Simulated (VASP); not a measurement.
A run of VASP 6.6.1:

File INCAR:

```
SYSTEM = PbSe
PREC = Accurate
ENCUT = 500
EDIFF = 1E-6
ISMEAR = -1
SIGMA = 0.05
LREAL = .FALSE.
LASPH = .TRUE.
NELM = 120
ALGO = Normal
ISIF = 2
LWAVE = .FALSE.
LCHARG = .TRUE.
LELF = .TRUE.
LVHAR = .TRUE.
NBANDS = 17
GGA_COMPAT = .FALSE.
```

File KPOINTS:

```
Automatic mesh
0
G
  6 6 6
  0 0 0
```

Contents of POSCAR:

```
PbSe
1.0
    3.8826577047      0.0000000000      0.0000000000
    0.0000000000      3.8826577047      0.0000000000
    0.0000000000      0.0000000000      3.8826577047
Pb Se
1 1
Direct
    0.0000000000      0.0000000000      0.0000000000
    0.5000000000      0.5000000000      0.5000000000
```

Potentials or basis: VASP PAW LDA potentials, release 64 (Pb_d, Se).

Launch:

```console
$ cat potpaw_LDA.64/Pb_d/POTCAR potpaw_LDA.64/Se/POTCAR > POTCAR
$ mpirun -np 1 vasp_std > vasp.out
```

Hardware: 1 thread of Intel Xeon 8259CL, on a shared host.

Question: How long does it take, and how much memory?

Answer: Run time: 28 s on 1 thread of Intel Xeon 8259CL, on a shared host, peak memory 0.15 GiB. Counts: scf iterations 13, k points 20.
